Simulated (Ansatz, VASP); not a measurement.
MnCrSb in VASP and in Ansatz

```
Sb Mn Cr
1.0
     4.54508    0.00000    0.00000
    -2.27254    3.93616    0.00000
     0.00000    0.00000    5.53827
Sb Mn Cr
2 2 2
Direct
  0.33333 0.66667 0.25000
  0.66667 0.33333 0.75000
  0.00000 0.00000 0.50000
  0.00000 0.00000 0.00000
  0.33333 0.66667 0.75000
  0.66667 0.33333 0.25000
```

Alike in both runs: task single point; functional PBE; k mesh 7 × 7 × 5; occupations fermi-dirac, width 0.05 eV; collinear spin, ferromagnetic start.

```csv
,VASP,Ansatz
version,VASP 6.6.1,Ansatz 0.2.0
potentials or method,"VASP PAW PBE potentials, release 64 (Sb, Mn_pv, Cr_pv)",Ansatz PAW
plane-wave cutoff (eV),520,420
valence electrons in the cell,60,88
```

```csv
,VASP,Ansatz,Ansatz less VASP
gap on the k mesh at the Fermi level (eV),none,none,-
pressure (GPa),-1.1,1.6,+2.67
"traceless stress, the component that is largest in VASP (GPa)",-0.19,-2.57,-2.379
net moment per atom (μB),1.95,0.14,-1.818
size of the moment on the site where the two differ most (μB),3.12,3.31,+0.196
```

The net moments are unlike, so the other rows may belong to different states. Site moments also hang on the region over which each program counts them. A gap of «none» marks a metal or a gap that the smearing closes. VASP's potentials hold 60 valence electrons a cell and Ansatz's 88, so a difference there can come from the potentials and not from the codes.

Neither program's run includes spin-orbit coupling.
